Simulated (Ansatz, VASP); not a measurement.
**AlGaN2 in VASP and in Ansatz**

INCAR

```
PREC = Accurate
ENCUT = 520
EDIFF = 1E-6
ISMEAR = 0
SIGMA = 0.02
LREAL = F
LASPH = T
NELM = 60
ALGO = Normal
ISIF = 2
LWAVE = F
LCHARG = T
LELF = T
LVHAR = T
NBANDS = 21
```

The input KPOINTS:

```
regular mesh
0
Gamma
  8 8 6
```

POSCAR

```
AlGaN2
1.0
    3.1152864677      0.0000000000      0.0000000000
    0.0000000000      3.1152864677      0.0000000000
    0.0000000000      0.0000000000      4.3843301887
Al Ga N
1 1 2
Direct
    0.5000000000      0.5000000000      0.5000000000
    0.0000000000      0.0000000000      0.0000000000
    0.5000000000      0.0000000000      0.7400513253
    0.0000000000      0.5000000000      0.2599486747
```

Input for Ansatz:

```yaml
crystal:
  lattice:
    - [3.1152864677, 0.0, 0.0]
    - [0.0, 3.1152864677, 0.0]
    - [0.0, 0.0, 4.3843301887]
  atoms:
    - { symbol: Al, position: [0.5, 0.5, 0.5] }
    - { symbol: Ga, position: [0.0, 0.0, 0.0] }
    - { symbol: "N", position: [0.5, 0.0, 0.7400513253] }
    - { symbol: "N", position: [0.0, 0.5, 0.2599486747] }
basis:
  ecutwfc: 420
kpoints:
  mp_grid: { grid: [8, 8, 6] }
hamiltonian:
  xc: lda
scf:
  occupations: { method: gaussian, width: 0.02 }
  n_extra_bands: 16
output:
  forces: false
  stress: false
  eigenvalues: true
  optics: { e_range: [0, 14], sigma: 0.1, nscf_kmesh: { grid: [12, 12, 9] } }
checkpoint:
  read: start.run
  write: ck
  compress: false
  write_wavefunctions: false
  write_every: 100000
```

Alike in both runs: task single point; functional LDA; k mesh 8 × 8 × 6; occupations gaussian, width 0.02 eV; no spin polarisation.

|  | VASP | Ansatz |
| --- | --- | --- |
| version | VASP 6.6.1 | Ansatz 0.2.0 |
| potentials or method | VASP PAW LDA potentials, release 64 (Al, Ga_d, N), cutoff 520 eV | scalar-relativistic, plane waves, PAW |
| valence electrons in the cell | 26 | 26 |

|  | VASP | Ansatz | Ansatz less VASP |
| --- | --- | --- | --- |
| gap on the k mesh at the Fermi level (eV) | 3.07 | 3.05 | -0.011 |
| least direct gap on the mesh (eV) | 3.07 | 3.05 | -0.011 |

LDA's correlation is that of Perdew and Zunger in VASP and of Perdew and Wang (1992) in Ansatz.
